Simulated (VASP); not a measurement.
Write the native input for VASP 6.6.1 that does the following.

```
Task                   : single point
Functional             : PBEsol
Potentials or basis    : VASP PAW PBE potentials, release 64 (Hg)
Cutoff                 : 520 eV
k mesh                 : 18 × 18 × 10
Occupations            : gaussian, width 0.15 eV
Spin                   : no spin polarisation
Dipole correction      : no
Further INCAR settings : ALGO = Fast; EDIFF = 1e-07; NBANDS = 19
```

The structure of Hg lies in POSCAR:

```
Hg
1.0
    3.5092375818      0.0000000000      0.0000000000
   -1.7546187909      3.0390888938      0.0000000000
    0.0000000000      0.0000000000      5.3402203359
Hg
2
Direct
    0.6666666667      0.3333333333      0.7500000000
    0.3333333333      0.6666666667      0.2500000000
```

This cell differs from its parent crystal: ratio of the length along z to the lengths across it x 0.96, volume and fractional coordinates fixed.

The input as run:

INCAR

```
SYSTEM = Hg
ALGO     = Fast           ! electronic algorithm
EDIFF    = 1E-7           ! SCF threshold, eV
ENCUT    = 520            ! plane-wave cutoff, eV
GGA      = PS             ! functional
ISIF     = 2              ! what is computed and relaxed
ISMEAR   = 0              ! smearing method
LASPH    = .TRUE.         ! aspherical terms in the spheres
LCHARG   = .FALSE.        ! write CHGCAR
LREAL    = .FALSE.        ! projectors in reciprocal space
LWAVE    = .FALSE.        ! write WAVECAR
NBANDS   = 19             ! bands
NELM     = 60             ! most SCF steps
PREC     = Accurate       ! precision mode
SIGMA    = 0.15           ! smearing width, eV
```

KPOINTS

```
k-points
0
G
  18 18 10
  0 0 0
```

Potentials or basis: VASP PAW PBE potentials, release 64 (Hg).

Run with:

```sh
$ cat potpaw_PBE.64/Hg/POTCAR > POTCAR
$ mpirun -np 1 vasp_std > vasp.out
```

It gave:

| Item | Value |
| --- | --- |
| Pressure | -2.4 GPa |
| Band gap on the k mesh | zero (bands 12 and 13 overlap by 0.25 eV) |

Caveat: the PAW data sets were made with another functional, which shifts forces and pressure a little; spin-orbit coupling is left out, which moves the levels of the heavy elements.

Run time: 2.6 min on 1 thread of Intel Xeon 8259CL, with other jobs on the host, peak memory 0.32 GiB.
